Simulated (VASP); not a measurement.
Here is a VASP 6.6.1 calculation.

The input INCAR:

```
SYSTEM = MgO
PREC = Accurate
ENCUT = 600
EDIFF = 1E-6
ISMEAR = 0
SIGMA = 0.01
LREAL = .FALSE.
LASPH = .TRUE.
NELM = 120
ALGO = Normal
ISIF = 2
LWAVE = .FALSE.
LCHARG = .FALSE.
GGA = PE
NBANDS = 11
GGA_COMPAT = .FALSE.
```

Contents of KPOINTS:

```
Automatic mesh
0
G
  6 6 6
  0 0 0
```

The input POSCAR:

```
MgO
1.0
    0.0000000000      2.1269094260      2.1269094260
    2.1269094260      0.0000000000      2.1269094260
    2.1269094260      2.1269094260      0.0000000000
Mg O
1 1
Direct
    0.0000000000      0.0000000000      0.0000000000
    0.5000000000      0.5000000000      0.5000000000
```

Potentials or basis: VASP PAW PBE potentials, release 64 (Mg, O).

Launch:

```sh
$ cat potpaw_PBE.64/Mg/POTCAR potpaw_PBE.64/O/POTCAR > POTCAR
$ mpirun -np 1 vasp_std > vasp.out
```

Task: Estimate the band gap on the k mesh.

Result: 4.44 eV, direct.

Task: Predict the pressure.

Result: -1.0 GPa.

Caveat: the k points lie up to 0.43 Å⁻¹ apart. PBE gaps usually lie below the measured ones, often by a third to a half.
